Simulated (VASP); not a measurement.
Runs of VASP 6.6.1 on Rh. The structure is that of space group Fm-3m (No. 225), or close to it. The cells are those of the table. 

| task | cell | k mesh | cutoff (eV) | gap on the mesh (eV) | pressure (GPa) | moment (μB) |
| --- | --- | --- | --- | --- | --- | --- |
| single point | a = 2.720 Å, angles 60.0°, 1 atom | 14 × 14 × 14 | 520 | none | (a) | 0.00 |
| relaxation of cell and atoms | relaxed from a = 2.689 Å, angles 60.0°, 1 atom | 14 × 14 × 14 | 600 | none | 0.0 | 0.00 |
| single point | a = 2.646 Å, angles 60.0°, 1 atom | 23 × 23 × 23 | 520 | none | 25.3 | 0.00 |
| single point | a = 2.684 Å, angles 60.0°, 1 atom | 23 × 23 × 23 | 520 | none | 11.1 | 0.00 |
| single point | a = 2.607 Å, angles 60.0°, 1 atom | 23 × 23 × 23 | 520 | none | 43.4 | 0.00 |

Alike in all rows: level revPBE; potentials or basis VASP PAW PBE potentials, release 64 (Rh_pv); spin collinear, ferromagnetic start; smearing fermi-dirac 0.05 eV.

Q: Estimate the missing entries.

A: (a) 0.1.

Caveats: the PAW data sets were made with another functional, which shifts forces and pressure a little; the cell stands under pressure (at least some runs).

A k mesh can miss the band edges, and the runs leave out spin-orbit coupling on Rh.

A gap of «none» marks levels without a gap at the run's occupations.
